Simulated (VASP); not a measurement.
Input of a VASP 6.6.1 run:

Contents of POSCAR:

```
CdS
1.0
    0.0000000000      2.9165000000      2.9165000000
    2.9165000000      0.0000000000      2.9165000000
    2.9165000000      2.9165000000      0.0000000000
Cd S
1 1
Direct
    0.0000000000      0.0000000000      0.0000000000
    0.7500000000      0.7500000000      0.7500000000
```

The input INCAR.step1:

```
SYSTEM = CdS
ALGO = Normal
EDIFF = 1E-5
ENCUT = 520
GGA = PE
ISIF = 2
ISMEAR = -1
LASPH = .True.
LCHARG = .False.
LREAL = .False.
LWAVE = .True.
NBANDS = 16
NELM = 80
PREC = Accurate
SIGMA = 0.05
```

The input INCAR.step2:

```
SYSTEM = CdS
AEXX = 0.5
AGGAC = 1.0
AGGAX = 0.5
ALDAC = 0.0
ALDAX = 0.5
ALGO = Normal
EDIFF = 1E-7
ENCUT = 520
GGA = B5
ISIF = 2
ISMEAR = -1
ISTART = 1
LASPH = .True.
LCHARG = .False.
LHFCALC = .True.
LREAL = .False.
LWAVE = .False.
NBANDS = 16
NELM = 80
PREC = Accurate
PRECFOCK = Normal
SIGMA = 0.05
```

KPOINTS

```
k-points
0
Gamma
  5 5 5
  0 0 0
```

Potentials or basis: VASP PAW PBE potentials, release 64 (Cd, S).

Command:

```bash
$ cat potpaw_PBE.64/Cd/POTCAR potpaw_PBE.64/S/POTCAR > POTCAR
$ cp INCAR.step1 INCAR
$ mpirun -np 1 vasp_std > vasp.out
$ cp INCAR.step2 INCAR
$ mpirun -np 1 vasp_std > vasp.out
```

(1) Predict the pressure.

(2) What does it give for the band gap on the k mesh?

Results:

(1) 3.7 GPa.

(2) 4.64 eV.

Caveat: the cell stands under pressure; the PAW data sets were made with another functional, which shifts forces and pressure a little.
